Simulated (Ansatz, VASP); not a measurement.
## TiSn5: VASP beside Ansatz

```
CELL_PARAMETERS angstrom
0.00000 4.26475 4.26475
4.26475 0.00000 4.26475
4.26475 4.26475 0.00000
ATOMIC_POSITIONS crystal
Ti 0.00000 0.00000 0.00000
Sn 0.25000 0.25000 0.25000
Sn 0.12500 0.62500 0.62500
Sn 0.62500 0.62500 0.62500
Sn 0.62500 0.12500 0.62500
Sn 0.62500 0.62500 0.12500
```

Change from the starting cell: species swapped into the ZrCu5 type (F-43m, No. 216).

Alike in both runs: task single point; functional PBE; k mesh 4 × 4 × 4; occupations gaussian, width 0.1 eV; collinear spin.

```csv
,VASP,Ansatz
version,VASP 6.6.1,Ansatz 0.2.0
potentials or method,"VASP PAW PBE potentials, release 64 (Ti_sv, Sn_d), cutoff 520 eV","scalar-relativistic, plane waves, PAW"
valence electrons in the cell,82,82
```

```tsv
	VASP	Ansatz	Ansatz less VASP
gap on the k mesh at the Fermi level (eV)	none	none	-
pressure (GPa)	2.1	3.0	+0.94
net moment per atom (μB)	0.00	0.35	+0.351
size of the moment on the site where the two differ most (μB)	0.00	1.67	+1.667
```

The net moments are unlike, so the other rows may belong to different states. Site moments also hang on the region over which each program counts them. A gap of «none» marks a metal or a gap that the smearing closes.
